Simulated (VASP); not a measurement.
# PIr2 (I4/mmm) in VASP: a series of runs

The runs below take PIr2 through single point, with LDA.

Everything below comes from runs of VASP 6.6.1. Logs are shortened: lines on timing, memory, paths and dates and some standing lists are left out, and cuts for length are marked.

## (1) The cell of the first run

The structure is tetragonal, space group I4/mmm (No. 139). The conventional cell has a = 3.836 Å, b = 3.836 Å, c = 5.535 Å, α = 90.00°, β = 90.00°, γ = 90.00°. Within 3.1 Å of P (site symmetry 4/mmm) lie 8 Ir at 2.36 Å. Ir (site symmetry -4m2) has 4 P at 2.36 Å and 6 Ir at 2.71 to 2.77 Å within 3.1 Å.

## (2) Single point, LDA (equal xx and yy strain of -2 %)

INCAR reads:

```
PREC = Accurate ; ENCUT = 520
EDIFF = 1E-7 ; ISMEAR = -1
SIGMA = 0.05 ; LREAL = F
LASPH = T ; NELM = 80
ALGO = Normal ; ISIF = 2
LWAVE = F ; LCHARG = F
GGA = CA ; NBANDS = 18
```

KPOINTS reads:

```
Automatic mesh
0
Gamma
  11 11 11
```

POSCAR reads:

```
PIr2
1.0
    0.0000000000      2.7121500000      2.7675000000
    2.7121500000      0.0000000000      2.7675000000
    2.7121500000      2.7121500000      0.0000000000
P Ir
1 2
Direct
    0.0000000000      0.0000000000      0.0000000000
    0.2500000000      0.2500000000      0.2500000000
    0.7500000000      0.7500000000      0.7500000000
```

Potentials or basis: VASP PAW LDA potentials, release 64 (P, Ir).

The run is started by

```sh
$ cat potpaw_LDA.64/P/POTCAR potpaw_LDA.64/Ir/POTCAR > POTCAR
$ mpirun -np 1 vasp_std > vasp.out
```

OUTCAR:

```text
PREC = Accurate
   ENCUT = 520
   EDIFF = 1E-7
   ISMEAR = -1
   LREAL = F
   LASPH = T
   NELM = 80
   ISIF = 2
   GGA = CA

 ion  position               nearest neighbor table
   1  0.000  0.000  0.000-   3 2.36   3 2.36   2 2.36   3 2.36   2 2.36   2 2.36   3 2.36   2 2.36

   2  0.250  0.250  0.250-   1 2.36   1 2.36   1 2.36   1 2.36   3 2.71   3 2.71   3 2.71   3 2.71
                             3 2.77   3 2.77
   3  0.750  0.750  0.750-   1 2.36   1 2.36   1 2.36   1 2.36   2 2.71   2 2.71   2 2.71   2 2.71
                             2 2.77   2 2.77

  LATTYP: Found a body centered tetragonal cell.
 ALAT       =     3.8355593132
 C/A-ratio  =     1.4430750636

  Lattice vectors:

 A1 = (  -2.7121500000,   0.0000000000,   2.7675000000)
 A2 = (   2.7121500000,   0.0000000000,   2.7675000000)
 A3 = (   0.0000000000,   2.7121500000,  -2.7675000000)

Analysis of symmetry for initial positions (statically):
=====================================================================
 Subroutine PRICEL returns:
 Original cell was already a primitive cell.

 Routine SETGRP: Setting up the symmetry group for a
 body centered tetragonal supercell.

 Subroutine GETGRP returns: Found 16 space group operations
 (whereof 16 operations were pure point group operations)
 out of a pool of 16 trial point group operations.

The static configuration has the point symmetry D_4h.

Analysis of symmetry for dynamics (positions and initial velocities):
=====================================================================
 Subroutine PRICEL returns:
 Original cell was already a primitive cell.

 Routine SETGRP: Setting up the symmetry group for a
 body centered tetragonal supercell.

 Subroutine GETGRP returns: Found 16 space group operations
 (whereof 16 operations were pure point group operations)
 out of a pool of 16 trial point group operations.

The dynamic configuration has the point symmetry D_4h.

 Subroutine INISYM returns: Found 16 space group operations
 (whereof 16 operations are pure point group operations),
 and found     1 'primitive' translations

----------------------------------------------------------------------------------------

                                     Primitive cell

  volume of cell :      40.7141

  direct lattice vectors                    reciprocal lattice vectors
     0.000000000  2.712150000  2.767500000    -0.184355585  0.184355585  0.180668473
     2.712150000  0.000000000  2.767500000     0.184355585 -0.184355585  0.180668473
[... 83 lines left out ...]
   LSORBIT =      F    spin-orbit coupling
   LASPH  =      T    aspherical Exc in radial PAW
   ENCUT  =  520.0 eV  38.22 Ry    6.18 a.u.   7.20  7.20  7.13*2*pi/ulx,y,z
   NELM   =     80;   NELMIN=  2; NELMDL= -5     # of ELM steps
   EDIFF  = 0.1E-06   stopping-criterion for ELM
   LREAL  =      F    real-space projection
   EDIFFG = 0.1E-05   stopping-criterion for IOM
   NSW    =      0    number of steps for IOM
   IBRION =     -1    ionic relax: 0-MD 1-quasi-New 2-CG
   NFREE  =      0    steps in history (QN), initial steepest desc. (CG)
   ISIF   =      2    stress and relaxation
   ISYM   =      2    0-nonsym 1-usesym 2-fastsym
   POTIM  = 0.5000    time-step for ionic-motion
   TEBEG  =    0.0;   TEEND  =   0.0 temperature during run
   PSTRESS=    0.0 pullay stress
   NELECT =      23.0000    total number of electrons
   NUPDOWN=      -1.0000    fix difference up-down
   EMIN   =  10.00;   EMAX   =-10.00  energy-range for DOS
   EFERMI =   0.00;   METHOD = LEGACY
   ISMEAR =    -1;   SIGMA  =   0.05  broadening in eV -4-tet -1-fermi 0-gaus
   EFERMI_NEDOS =   21; number of points for ismear=-14 and -15
   IALGO  =     38    algorithm
   IMIX   =      4    mixing-type and parameters
     AMIX     =   0.40;   BMIX     =  1.00
     AMIX_MAG =   1.60;   BMIX_MAG =  1.00
  volume/ion in A,a.u.               =      13.57        91.58
  Fermi-wavevector in a.u.,A,eV,Ry     =   1.353326  2.557415 24.918952  1.831491
  Thomas-Fermi vector in A             =   2.480591
   LORBIT       =      0    0 simple, 1 ext, 2 COOP (PROOUT), +10 PAW based schemes
   GGA     = CA    functional components
   LHFCALC =     F    Hartree Fock is set to
   AEXX    =    0.0000 exact exchange contribution
   IVDW    =     0    specifies the selected vdW correction
   LEPSILON=     F    determine dielectric tensor
   LRPA    =     F    only Hartree local field effects (RPA)
 non-spin polarized calculation
  energy-cutoff  :      520.00
  volume of cell :       40.71
 maximum number of plane-waves:      1106
 NGX is ok and might be reduce to    30
   NGX = 15   NGY = 15   NGZ = 15

 number of electron      23.0000001 magnetization

 Free energy of the ion-electron system (eV)
  ---------------------------------------------------
  ext. energy  EPLUGINS =         0.00000000
  ---------------------------------------------------
  free energy    TOTEN  =       -27.98015107 eV

  energy without entropy =      -27.97453084  energy(sigma->0) =      -27.97734095

 E-fermi :  10.5861     XC(G=0): -13.3450

 val. band max:       10.5624944790   @ k =   0.4545   0.4545   0.0000
 cond. band min:      10.6050588455   @ k =   0.2727   0.0000   0.0909
 fundamental gap:      0.0425643665
 Fermi energy:        10.5860554425

 k-point     1 :       0.0000    0.0000    0.0000
  band No.  band energies     occupation
      1      -4.3149      2.00000
      2       2.4671      2.00000
      3       2.5752      2.00000
      4       2.5752      2.00000
      5       4.1614      2.00000
      6       4.1909      2.00000
[... 481 lines left out ...]
      5       4.9458      2.00000
      6       5.4258      2.00000
[... 10 lines left out ...]
     17      17.6730      0.00000
     18      20.1351      0.00000

 [... further k-points ...]
[... 5 lines left out ...]
  --------------------------------------------------------------------------------------
  -------------------------------------------------------------------------------------
  Total        3.6446518      3.6446518      0.8808452      0.0000000      0.0000000      0.0000000
  in kB      143.4239187    143.4239187     34.6629207      0.0000000      0.0000000      0.0000000
  external PRESSURE =     107.1702527 kB  Pullay stress =       0.0000000 kB

 VOLUME and BASIS-vectors are now :
 -----------------------------------------------------------------------------
  energy-cutoff  :      520.00
  volume of cell :       40.71
      direct lattice vectors                 reciprocal lattice vectors
     0.000000000  2.712150000  2.767500000    -0.184355585  0.184355585  0.180668473
     2.712150000  0.000000000  2.767500000     0.184355585 -0.184355585  0.180668473
     2.712150000  2.712150000  0.000000000     0.184355585  0.184355585 -0.180668473

 POSITION                                       TOTAL-FORCE (eV/Angst)
 -----------------------------------------------------------------------------------
      0.00000      0.00000      0.00000         0.000000     -0.000000      0.000000
      1.35607      1.35607      1.38375         0.000000      0.000000      0.000000
      4.06822      4.06822      4.15125        -0.000000     -0.000000     -0.000000
 -----------------------------------------------------------------------------------
    total drift:                               -0.000000      0.000000      0.000000

  FREE ENERGIE OF THE ION-ELECTRON SYSTEM (eV)
  ---------------------------------------------------
  free  energy   TOTEN  =       -27.9801510654 eV

  energy  without entropy=      -27.9745308381  energy(sigma->0) =      -27.97734095
```

stdout:

```text
POSCAR found type information on POSCAR P Ir
 POSCAR found :  2 types and       3 ions
 scaLAPACK will be used
 LDA part: xc-table for (Slater(with rela. corr.)+CA(PZ))
 , standard interpolation
 POSCAR, INCAR and KPOINTS ok, starting setup
 FFT: planning ... GRIDC
 FFT: planning ... GRID_SOFT
 FFT: planning ... GRID
 WAVECAR not read
 entering main loop
```

It took 38 s on 1 thread of Intel Xeon 6975P-C (Granite Rapids), shared host; peak memory 0.21 GiB.

What came out:

| Quantity | Value |
| --- | --- |
| Free energy | -27.9802 eV |
| Pressure | 10.7 GPa |

Stress tensor (GPa, compression positive):
```
14.34  0.00  0.00
 0.00 14.34  0.00
 0.00  0.00  3.47
```

Levels at points of the mesh, in eV from the Fermi level:
```csv
k point,band 8,band 9,band 10,band 11,band 12,band 13,band 14,band 15,band 16,band 17
"(0.00, 0.00, 0.00)",-0.69,-0.49,0.44,1.54,1.81,4.29,4.68,4.68,4.97,5.12
```

Caveat: the cell differs from its parent crystal (equal xx and yy strain of -2 %); spin-orbit coupling is left out, which moves the levels of the heavy elements.

## (3) Single point, LDA (equal xx and yy strain of -1 %)

INCAR reads:

```
PREC     = Accurate       # precision mode
ENCUT    = 520            # plane-wave cutoff, eV
EDIFF    = 1E-6           # SCF threshold, eV
ISMEAR   = -1             # smearing method
SIGMA    = 0.05           # smearing width, eV
LREAL    = F              # projectors in reciprocal space
LASPH    = T              # aspherical terms in the spheres
NELM     = 60             # most SCF steps
ALGO     = Normal         # electronic algorithm
ISIF     = 2              # what is computed and relaxed
LWAVE    = F              # write WAVECAR
LCHARG   = T              # write CHGCAR
LELF     = T              # ELF
LVHAR    = T            
NBANDS   = 18             # bands
```

KPOINTS is that of step 2.

POSCAR reads:

```
PIr2
1.0
    0.0000000000      2.7398250000      2.7675000000
    2.7398250000      0.0000000000      2.7675000000
    2.7398250000      2.7398250000      0.0000000000
P Ir
1 2
Direct
    0.0000000000      0.0000000000      0.0000000000
    0.2500000000      0.2500000000      0.2500000000
    0.7500000000      0.7500000000      0.7500000000
```

Potentials or basis: VASP PAW LDA potentials, release 64 (P, Ir).

The run is started by

```sh
$ cat potpaw_LDA.64/P/POTCAR potpaw_LDA.64/Ir/POTCAR > POTCAR
$ mpirun -np 1 vasp_std > vasp.out
```

OUTCAR:

```text
PREC = Accurate
   ENCUT = 520
   EDIFF = 1E-6
   ISMEAR = -1
   LREAL = F
   LASPH = T
   NELM = 60
   ISIF = 2

 ion  position               nearest neighbor table
   1  0.000  0.000  0.000-   3 2.38   3 2.38   3 2.38   2 2.38   3 2.38   2 2.38   2 2.38   2 2.38

   2  0.250  0.250  0.250-   1 2.38   1 2.38   1 2.38   1 2.38   3 2.74   3 2.74   3 2.74   3 2.74
                             3 2.77   3 2.77
   3  0.750  0.750  0.750-   1 2.38   1 2.38   1 2.38   1 2.38   2 2.74   2 2.74   2 2.74   2 2.74
                             2 2.77   2 2.77

[... 694 lines left out ...]
     17      17.2592      0.00000
     18      19.5723      0.00000

 [... further k-points ...]
[... 5 lines left out ...]
  --------------------------------------------------------------------------------------
  -------------------------------------------------------------------------------------
  Total        1.3455514      1.3455514      0.0122431      0.0000000      0.0000000      0.0000000
  in kB       51.8856912     51.8856912      0.4721061      0.0000000      0.0000000      0.0000000
  external PRESSURE =      34.7478295 kB  Pullay stress =       0.0000000 kB

 VOLUME and BASIS-vectors are now :
 -----------------------------------------------------------------------------
  energy-cutoff  :      520.00
  volume of cell :       41.55
      direct lattice vectors                 reciprocal lattice vectors
     0.000000000  2.739825000  2.767500000    -0.182493407  0.182493407  0.180668473
     2.739825000  0.000000000  2.767500000     0.182493407 -0.182493407  0.180668473
     2.739825000  2.739825000  0.000000000     0.182493407  0.182493407 -0.180668473

 POSITION                                       TOTAL-FORCE (eV/Angst)
 -----------------------------------------------------------------------------------
      0.00000      0.00000      0.00000         0.000000      0.000000      0.000000
      1.36991      1.36991      1.38375        -0.000000     -0.000000     -0.000000
      4.10974      4.10974      4.15125         0.000000      0.000000      0.000000
 -----------------------------------------------------------------------------------
    total drift:                               -0.000000      0.000000      0.000000

  FREE ENERGIE OF THE ION-ELECTRON SYSTEM (eV)
  ---------------------------------------------------
  free  energy   TOTEN  =       -28.0310046598 eV

  energy  without entropy=      -28.0253935949  energy(sigma->0) =      -28.02819913
```

stdout:

```text
POSCAR found type information on POSCAR P Ir
 POSCAR found :  2 types and       3 ions
 scaLAPACK will be used
 LDA part: xc-table for (Slater(with rela. corr.)+CA(PZ))
 , standard interpolation
 POSCAR, INCAR and KPOINTS ok, starting setup
 FFT: planning ... GRIDC
 FFT: planning ... GRID_SOFT
 FFT: planning ... GRID
 WAVECAR not read
 entering main loop
```

Wall time 40 s (1 thread of Intel Xeon 6975P-C (Granite Rapids), shared host); peak memory 0.21 GiB.

What came out:

```
Free energy : -28.0310 eV
Pressure    : 3.5 GPa
```

Levels at points of the mesh, in eV from the Fermi level:
```
           k point  band 9  band 10  band 11  band 12  band 13  band 14  band 15  band 16
(0.00, 0.00, 0.00)   -0.55     0.39     1.54     1.67     4.33     4.51     4.51     4.97
```

Caveat: the cell differs from its parent crystal (equal xx and yy strain of -1 %); spin-orbit coupling is left out, which moves the levels of the heavy elements.

[end of part 1 of 2]
